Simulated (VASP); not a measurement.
# W (Fm-3m) in VASP: a series of runs, part 2 of 2

VASP 6.6.1.

### Step 4. Electric field gradients, LDA (volume scaled by 1.02)

Input file INCAR:

```
SYSTEM = W
ALGO = Normal ; EDIFF = 1E-8
ENCUT = 520 ; ISIF = 2
ISMEAR = -1 ; LASPH = .True.
LCHARG = .False. ; LEFG = .True.
LREAL = .False. ; LWAVE = .False.
NBANDS = 13 ; NELM = 100
PREC = Accurate ; SIGMA = 0.05
```

Input file KPOINTS:

```
k-points
0
Gamma
  14 14 14
  0 0 0
```

Input file POSCAR:

```
W
1.0
    0.0000000000      2.0434441004      2.0434441004
    2.0434441004      0.0000000000      2.0434441004
    2.0434441004      2.0434441004      0.0000000000
W
1
Direct
    0.0000000000      0.0000000000      0.0000000000
```

Potentials or basis: VASP PAW LDA potentials, release 64 (W_sv).

On the command line:

```
> cat potpaw_LDA.64/W_sv/POTCAR > POTCAR
> mpirun -np 1 vasp_std > vasp.out
```

OUTCAR:

```text
SYSTEM = W
   EDIFF = 1E-8
   ENCUT = 520
   ISIF = 2
   ISMEAR = -1
   LASPH = .True.
   LREAL = .False.
   NELM = 100
   PREC = Accurate

 ion  position               nearest neighbor table
   1  0.000  0.000  0.000-

  LATTYP: Found a face centered cubic cell.
 ALAT       =     4.0868882008

  Lattice vectors:

 A1 = (   0.0000000000,   2.0434441004,   2.0434441004)
 A2 = (   2.0434441004,   0.0000000000,   2.0434441004)
 A3 = (   2.0434441004,   2.0434441004,   0.0000000000)

[... 588 lines left out ...]
    total drift:                                0.000000      0.000000      0.000000

  FREE ENERGIE OF THE ION-ELECTRON SYSTEM (eV)
  ---------------------------------------------------
  free  energy   TOTEN  =       -13.5270949611 eV

  energy  without entropy=      -13.5163823821  energy(sigma->0) =      -13.52173867

 Electric field gradients (V/A^2)
---------------------------------------------------------------------
 ion       V_xx      V_yy      V_zz      V_xy      V_xz      V_yz
---------------------------------------------------------------------
   1       0.000     0.000    -0.000    -0.000    -0.000    -0.000
---------------------------------------------------------------------

 Electric field gradients after diagonalization (V/A^2)
 (convention: |V_zz| > |V_xx| > |V_yy|)
----------------------------------------------------------------------
 ion       V_xx      V_yy      V_zz     asymmetry (V_yy - V_xx)/ V_zz
----------------------------------------------------------------------
   1       0.000     0.000    -0.001       0.000
----------------------------------------------------------------------

           NMR quadrupolar parameters

 Cq : quadrupolar parameter    Cq=e*Q*V_zz/h
 eta: asymmetry parameters     (V_yy - V_xx)/ V_zz
 Q  : nuclear electric quadrupole moment in mb (millibarn)
----------------------------------------------------------------------
 ion       Cq(MHz)       eta       Q (mb)
----------------------------------------------------------------------
   1      -0.000       0.000       1.000
----------------------------------------------------------------------
```

stdout:

```text
POSCAR found type information on POSCAR W
 POSCAR found :  1 types and       1 ions
 scaLAPACK will be used
 LDA part: xc-table for (Slater(with rela. corr.)+CA(PZ))
 , standard interpolation
 POSCAR, INCAR and KPOINTS ok, starting setup
 FFT: planning ... GRIDC
 FFT: planning ... GRID_SOFT
 FFT: planning ... GRID
 WAVECAR not read
 entering main loop
ion   1
```

Wall time 12 s (1 thread of Intel Xeon Platinum 8259CL at 2.50GHz (Skylake/Cascade Lake), shared host); peak memory 0.14 GiB.

What came out:

- Free energy: -13.5271 eV
- Pressure: -21.0 GPa
- Band gap on the k mesh: zero (band 7 reaches 12.80 eV, above the bottom of band 8 at 9.28 eV)

Levels at points of the mesh, in eV from the Fermi level:
```
           k point  band 3  band 4  band 5  band 6  band 7  band 8  band 9  band 10  band 11  band 12
(0.00, 0.00, 0.00)  -37.20  -37.20   -8.67   -0.52   -0.52   -0.52    2.40     2.40    12.85    17.81
(0.50, 0.00, 0.00)  -37.34  -37.34   -5.34   -0.73   -0.73    0.70    4.76     4.76     9.73    12.48
(0.50, 0.50, 0.00)  -37.57  -37.57   -5.19   -4.25    3.01    4.70    5.46     5.46    11.50    11.50
```

Caveat: without QUAD_EFG the Cq values of the log hold for a quadrupole moment of 1 mb, not for the nuclei; spin-orbit coupling is left out, which moves the levels of the heavy elements.

### Step 5. Electric field gradients, LDA (volume scaled by 1.06)

Input file INCAR:

```
  ALGO = Normal
  EDIFF = 1E-8
  ENCUT = 520
  GGA = CA
  ISIF = 2
  ISMEAR = -1
  LASPH = T
  LCHARG = F
  LEFG = T
  LREAL = F
  LWAVE = F
  NBANDS = 13
  NELM = 60
  PREC = Accurate
  SIGMA = 0.05
```

Input file KPOINTS:

```
k-points
0
Gamma
  14 14 14
```

Input file POSCAR:

```
W
1.0
    0.0000000000      2.0698140295      2.0698140295
    2.0698140295      0.0000000000      2.0698140295
    2.0698140295      2.0698140295      0.0000000000
W
1
Direct
    0.0000000000      0.0000000000      0.0000000000
```

Potentials or basis: VASP PAW LDA potentials, release 64 (W_sv).

On the command line:

```
> cat potpaw_LDA.64/W_sv/POTCAR > POTCAR
> mpirun -np 1 vasp_std > vasp.out
```

OUTCAR:

```text
EDIFF = 1E-8
   ENCUT = 520
   GGA = CA
   ISIF = 2
   ISMEAR = -1
   LASPH = T
   LREAL = F
   NELM = 60
   PREC = Accurate

 ion  position               nearest neighbor table
   1  0.000  0.000  0.000-

  LATTYP: Found a face centered cubic cell.
 ALAT       =     4.1396280590

  Lattice vectors:

 A1 = (   0.0000000000,   2.0698140295,   2.0698140295)
 A2 = (   2.0698140295,   0.0000000000,   2.0698140295)
 A3 = (   2.0698140295,   2.0698140295,   0.0000000000)

Analysis of symmetry for initial positions (statically):
=====================================================================
 Subroutine PRICEL returns:
 Original cell was already a primitive cell.

 Routine SETGRP: Setting up the symmetry group for a
 face centered cubic supercell.

 Subroutine GETGRP returns: Found 48 space group operations
 (whereof 48 operations were pure point group operations)
 out of a pool of 48 trial point group operations.

The static configuration has the point symmetry O_h .

Analysis of symmetry for dynamics (positions and initial velocities):
=====================================================================
 Subroutine PRICEL returns:
 Original cell was already a primitive cell.

 Routine SETGRP: Setting up the symmetry group for a
 face centered cubic supercell.

 Subroutine GETGRP returns: Found 48 space group operations
 (whereof 48 operations were pure point group operations)
 out of a pool of 48 trial point group operations.

The dynamic configuration has the point symmetry O_h .

 Subroutine INISYM returns: Found 48 space group operations
[... 162 lines left out ...]
     11      22.0842      0.00000
     12      26.8570      0.00000
     13      26.8570      0.00000
[... 354 lines left out ...]
  band No.  band energies     occupation
      1     -64.0223      2.00000
      2     -28.4846      2.00000
      3     -28.1555      2.00000
      4     -28.1461      2.00000
      5       3.3571      2.00000
      6       7.2628      2.00000
      7       9.0002      1.99421
      8       9.8548      0.00003
      9      11.0864      0.00000
     10      12.5210      0.00000
     11      23.4430      0.00000
     12      26.1633      0.00000
     13      28.0938      0.00000

 [... further k-points ...]

------------------------ aborting loop because EDIFF is reached ----------------------------------------

  FORCE on cell =-STRESS in cart. coord.  units (eV):
  Direction    XX          YY          ZZ          XY          YZ          ZX
  --------------------------------------------------------------------------------------
  -------------------------------------------------------------------------------------
  Total       -3.1933694     -3.1933694     -3.1933694      0.0000000      0.0000000     -0.0000000
  in kB     -288.4933235   -288.4933235   -288.4933235      0.0000000      0.0000000     -0.0000000
  external PRESSURE =    -288.4933235 kB  Pullay stress =       0.0000000 kB

 VOLUME and BASIS-vectors are now :
 -----------------------------------------------------------------------------
  energy-cutoff  :      520.00
  volume of cell :       17.73
      direct lattice vectors                 reciprocal lattice vectors
     0.000000000  2.069814029  2.069814029    -0.241567596  0.241567596  0.241567596
     2.069814029  0.000000000  2.069814029     0.241567596 -0.241567596  0.241567596
     2.069814029  2.069814029  0.000000000     0.241567596  0.241567596 -0.241567596

 POSITION                                       TOTAL-FORCE (eV/Angst)
 -----------------------------------------------------------------------------------
      0.00000      0.00000      0.00000         0.000000      0.000000      0.000000
 -----------------------------------------------------------------------------------
    total drift:                                0.000000      0.000000      0.000000

  FREE ENERGIE OF THE ION-ELECTRON SYSTEM (eV)
  ---------------------------------------------------
  free  energy   TOTEN  =       -13.4227175471 eV

  energy  without entropy=      -13.4113600610  energy(sigma->0) =      -13.41703880

 Electric field gradients (V/A^2)
---------------------------------------------------------------------
 ion       V_xx      V_yy      V_zz      V_xy      V_xz      V_yz
---------------------------------------------------------------------
   1      -0.000    -0.000    -0.000    -0.000    -0.000    -0.000
---------------------------------------------------------------------

 Electric field gradients after diagonalization (V/A^2)
 (convention: |V_zz| > |V_xx| > |V_yy|)
----------------------------------------------------------------------
 ion       V_xx      V_yy      V_zz     asymmetry (V_yy - V_xx)/ V_zz
----------------------------------------------------------------------
   1       0.000     0.000    -0.001       0.000
----------------------------------------------------------------------

           NMR quadrupolar parameters

 Cq : quadrupolar parameter    Cq=e*Q*V_zz/h
 eta: asymmetry parameters     (V_yy - V_xx)/ V_zz
 Q  : nuclear electric quadrupole moment in mb (millibarn)
----------------------------------------------------------------------
 ion       Cq(MHz)       eta       Q (mb)
----------------------------------------------------------------------
   1      -0.000       0.000       1.000
----------------------------------------------------------------------
```

OSZICAR:

```text
N       E                     dE             d eps       ncg     rms          rms(c)
DAV:   1     0.841257212185E+02    0.84126E+02   -0.74932E+03  2704   0.120E+03
DAV:   2    -0.124533514219E+02   -0.96579E+02   -0.93063E+02  3014   0.314E+02
DAV:   3    -0.141771572328E+02   -0.17238E+01   -0.17079E+01  3019   0.404E+01
DAV:   4    -0.141853402989E+02   -0.81831E-02   -0.81826E-02  3034   0.308E+00
DAV:   5    -0.141854184179E+02   -0.78119E-04   -0.78119E-04  3019   0.287E-01    0.166E+01
DAV:   6    -0.135624195044E+02    0.62300E+00   -0.55381E-01  2874   0.920E+00    0.572E+00
DAV:   7    -0.134283078622E+02    0.13411E+00   -0.21090E-01  3004   0.525E+00    0.644E-01
DAV:   8    -0.134229674557E+02    0.53404E-02   -0.45629E-03  2749   0.915E-01    0.957E-02
DAV:   9    -0.134227135291E+02    0.25393E-03   -0.18111E-04  3144   0.138E-01    0.323E-02
DAV:  10    -0.134227175837E+02   -0.40546E-05   -0.57249E-06  2979   0.287E-02    0.192E-03
DAV:  11    -0.134227175474E+02    0.36334E-07   -0.20820E-07  2954   0.489E-03    0.355E-04
DAV:  12    -0.134227175471E+02    0.27217E-09   -0.25223E-09  1847   0.583E-04
   1 F= -.13422718E+02 E0= -.13417039E+02  d E =-.113575E-01
```

Wall time 12 s (1 thread of Intel Xeon Platinum 8259CL at 2.50GHz (Skylake/Cascade Lake), shared host); peak memory 0.15 GiB.

What came out:

```
Free energy            : -13.4227 eV
Pressure               : -28.8 GPa
Band gap on the k mesh : zero (band 7 reaches 12.11 eV, above the bottom of band 8 at 8.81 eV)
```

Caveat: without QUAD_EFG the Cq values of the log hold for a quadrupole moment of 1 mb, not for the nuclei; spin-orbit coupling is left out, which moves the levels of the heavy elements.

### Step 6. Electric field gradients, LDA (volume scaled by 1.06)

Input file INCAR:

```
SYSTEM = W
PREC = Accurate ; ENCUT = 520
EDIFF = 1E-8 ; ISMEAR = -1
SIGMA = 0.05 ; LREAL = .False.
LASPH = .True. ; NELM = 60
ALGO = Normal ; ISIF = 2
LWAVE = .False. ; LCHARG = .False.
GGA = CA ; LEFG = .True.
NBANDS = 13
```

Input file KPOINTS:

```
regular mesh
0
Gamma
  14 14 14
  0 0 0
```

POSCAR is that of step 5.

Potentials or basis: VASP PAW LDA potentials, release 64 (W_sv).

On the command line:

```
> cat potpaw_LDA.64/W_sv/POTCAR > POTCAR
> mpirun -np 1 vasp_std > vasp.out
```

OUTCAR:

```text
SYSTEM = W
   PREC = Accurate
   ENCUT = 520
   EDIFF = 1E-8
   ISMEAR = -1
   LREAL = .False.
   LASPH = .True.
   NELM = 60
   ISIF = 2
   GGA = CA

 ion  position               nearest neighbor table
   1  0.000  0.000  0.000-

  LATTYP: Found a face centered cubic cell.
 ALAT       =     4.1396280590

  Lattice vectors:

 A1 = (   0.0000000000,   2.0698140295,   2.0698140295)
 A2 = (   2.0698140295,   0.0000000000,   2.0698140295)
 A3 = (   2.0698140295,   2.0698140295,   0.0000000000)

Analysis of symmetry for initial positions (statically):
=====================================================================
 Subroutine PRICEL returns:
 Original cell was already a primitive cell.

 Routine SETGRP: Setting up the symmetry group for a
 face centered cubic supercell.

 Subroutine GETGRP returns: Found 48 space group operations
 (whereof 48 operations were pure point group operations)
 out of a pool of 48 trial point group operations.

The static configuration has the point symmetry O_h .

Analysis of symmetry for dynamics (positions and initial velocities):
=====================================================================
 Subroutine PRICEL returns:
 Original cell was already a primitive cell.

 Routine SETGRP: Setting up the symmetry group for a
 face centered cubic supercell.

 Subroutine GETGRP returns: Found 48 space group operations
 (whereof 48 operations were pure point group operations)
 out of a pool of 48 trial point group operations.

The dynamic configuration has the point symmetry O_h .

[... 161 lines left out ...]
      9      11.5649      0.00000
     10      11.5649      0.00000
     11      22.0842      0.00000
     12      26.8570      0.00000
     13      26.8570      0.00000
[... 354 lines left out ...]
  band No.  band energies     occupation
      1     -64.0223      2.00000
      2     -28.4846      2.00000
      3     -28.1555      2.00000
      4     -28.1461      2.00000
      5       3.3571      2.00000
      6       7.2628      2.00000
      7       9.0002      1.99421
      8       9.8548      0.00003
      9      11.0864      0.00000
     10      12.5210      0.00000
     11      23.4430      0.00000
     12      26.1633      0.00000
     13      28.0938      0.00000

 [... further k-points ...]

------------------------ aborting loop because EDIFF is reached ----------------------------------------

  FORCE on cell =-STRESS in cart. coord.  units (eV):
  Direction    XX          YY          ZZ          XY          YZ          ZX
  --------------------------------------------------------------------------------------
  -------------------------------------------------------------------------------------
  Total       -3.1933694     -3.1933694     -3.1933694      0.0000000      0.0000000     -0.0000000
  in kB     -288.4933235   -288.4933235   -288.4933235      0.0000000      0.0000000     -0.0000000
  external PRESSURE =    -288.4933235 kB  Pullay stress =       0.0000000 kB

 VOLUME and BASIS-vectors are now :
 -----------------------------------------------------------------------------
  energy-cutoff  :      520.00
  volume of cell :       17.73
      direct lattice vectors                 reciprocal lattice vectors
     0.000000000  2.069814029  2.069814029    -0.241567596  0.241567596  0.241567596
     2.069814029  0.000000000  2.069814029     0.241567596 -0.241567596  0.241567596
     2.069814029  2.069814029  0.000000000     0.241567596  0.241567596 -0.241567596

 POSITION                                       TOTAL-FORCE (eV/Angst)
 -----------------------------------------------------------------------------------
      0.00000      0.00000      0.00000         0.000000      0.000000      0.000000
 -----------------------------------------------------------------------------------
    total drift:                                0.000000      0.000000      0.000000

  FREE ENERGIE OF THE ION-ELECTRON SYSTEM (eV)
  ---------------------------------------------------
  free  energy   TOTEN  =       -13.4227175471 eV

  energy  without entropy=      -13.4113600610  energy(sigma->0) =      -13.41703880

 Electric field gradients (V/A^2)
---------------------------------------------------------------------
 ion       V_xx      V_yy      V_zz      V_xy      V_xz      V_yz
---------------------------------------------------------------------
   1      -0.000    -0.000    -0.000    -0.000    -0.000    -0.000
---------------------------------------------------------------------

 Electric field gradients after diagonalization (V/A^2)
 (convention: |V_zz| > |V_xx| > |V_yy|)
----------------------------------------------------------------------
 ion       V_xx      V_yy      V_zz     asymmetry (V_yy - V_xx)/ V_zz
----------------------------------------------------------------------
   1       0.000     0.000    -0.001       0.000
----------------------------------------------------------------------

           NMR quadrupolar parameters

 Cq : quadrupolar parameter    Cq=e*Q*V_zz/h
 eta: asymmetry parameters     (V_yy - V_xx)/ V_zz
 Q  : nuclear electric quadrupole moment in mb (millibarn)
----------------------------------------------------------------------
 ion       Cq(MHz)       eta       Q (mb)
----------------------------------------------------------------------
   1      -0.000       0.000       1.000
----------------------------------------------------------------------
```

OSZICAR:

```text
N       E                     dE             d eps       ncg     rms          rms(c)
DAV:   1     0.841257212185E+02    0.84126E+02   -0.74932E+03  2704   0.120E+03
DAV:   2    -0.124533514219E+02   -0.96579E+02   -0.93063E+02  3014   0.314E+02
DAV:   3    -0.141771572328E+02   -0.17238E+01   -0.17079E+01  3019   0.404E+01
DAV:   4    -0.141853402989E+02   -0.81831E-02   -0.81826E-02  3034   0.308E+00
DAV:   5    -0.141854184179E+02   -0.78119E-04   -0.78119E-04  3019   0.287E-01    0.166E+01
DAV:   6    -0.135624195044E+02    0.62300E+00   -0.55381E-01  2874   0.920E+00    0.572E+00
DAV:   7    -0.134283078622E+02    0.13411E+00   -0.21090E-01  3004   0.525E+00    0.644E-01
DAV:   8    -0.134229674557E+02    0.53404E-02   -0.45629E-03  2749   0.915E-01    0.957E-02
DAV:   9    -0.134227135291E+02    0.25393E-03   -0.18111E-04  3144   0.138E-01    0.323E-02
DAV:  10    -0.134227175837E+02   -0.40546E-05   -0.57249E-06  2979   0.287E-02    0.192E-03
DAV:  11    -0.134227175474E+02    0.36334E-07   -0.20820E-07  2954   0.489E-03    0.355E-04
DAV:  12    -0.134227175471E+02    0.27217E-09   -0.25223E-09  1847   0.583E-04
   1 F= -.13422718E+02 E0= -.13417039E+02  d E =-.113575E-01
```

stdout:

```text
POSCAR found type information on POSCAR W
 POSCAR found :  1 types and       1 ions
 scaLAPACK will be used
 LDA part: xc-table for (Slater(with rela. corr.)+CA(PZ))
 , standard interpolation
 POSCAR, INCAR and KPOINTS ok, starting setup
 FFT: planning ... GRIDC
 FFT: planning ... GRID_SOFT
 FFT: planning ... GRID
 WAVECAR not read
 entering main loop
ion   1
```

Run time: 11 s. Hardware: 1 thread of Intel Xeon Platinum 8259CL at 2.50GHz (Skylake/Cascade Lake), shared host; peak memory 0.14 GiB.

What came out:

| Quantity | Value |
| --- | --- |
| Free energy | -13.4227 eV |
| Pressure | -28.8 GPa |
| Band gap on the k mesh | zero (band 7 reaches 12.11 eV, above the bottom of band 8 at 8.81 eV) |

Caveat: without QUAD_EFG the Cq values of the log hold for a quadrupole moment of 1 mb, not for the nuclei; spin-orbit coupling is left out, which moves the levels of the heavy elements.

### Step 7. Overview

```tsv
cell	gap on the mesh (eV)	pressure (GPa)
a = 2.909 Å, angles 60.0°, 1 atom	none	-25.1
a = 2.890 Å, angles 60.0°, 1 atom	none	-21.0
a = 2.927 Å, angles 60.0°, 1 atom	none	-28.8
```

Alike in all rows: task electric field gradients; level LDA; potentials or basis VASP PAW LDA potentials, release 64 (W_sv); no spin polarisation; k mesh 14 × 14 × 14; cutoff (eV) 520; smearing fermi-dirac 0.05 eV.

Caveats: spin-orbit coupling is left out, which moves the levels of the heavy elements.

Total energies depend on the potentials used, so only differences within one code and one set of settings carry meaning.
